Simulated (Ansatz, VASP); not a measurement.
## MoS2: VASP beside Ansatz

```
Mo S
1.0
     0.00000    4.79960    4.79960
     4.79960    0.00000    4.79960
     4.79960    4.79960    0.00000
Mo S
4 8
Direct
  0.14115 0.14115 0.14115
  0.14115 0.14115 0.57654
  0.14115 0.57654 0.14115
  0.57654 0.14115 0.14115
  0.84473 0.38509 0.38509
  0.38509 0.38509 0.84473
  0.38509 0.84473 0.38509
  0.88152 0.35543 0.88152
  0.35543 0.88152 0.88152
  0.88152 0.88152 0.88152
  0.88152 0.88152 0.35543
  0.38509 0.38509 0.38509
```

Alike in both runs: task single point; functional LDA; k mesh 4 × 4 × 4; occupations fermi-dirac, width 0.15 eV; no spin polarisation.

|  | VASP | Ansatz |
| --- | --- | --- |
| version | VASP 6.6.1 | Ansatz 0.2.0 |
| potentials or method | VASP PAW LDA potentials, release 64 (Mo_sv, S), cutoff 520 eV | plane waves, PAW |
| valence electrons in the cell | 104 | 104 |

|  | VASP | Ansatz | Ansatz less VASP |
| --- | --- | --- | --- |
| gap on the k mesh at the Fermi level (eV) | none | none | - |
| pressure (GPa) | -7.0 | -7.2 | -0.17 |
| rms of the force components (eV/Å) | 0.256 | 0.269 | +0.0136 |

LDA's correlation is that of Perdew and Zunger in VASP and of Perdew and Wang (1992) in Ansatz. Atom by atom the forces differ by 0.014 eV/Å (rms over components). A gap of «none» marks a metal or a gap that the smearing closes.
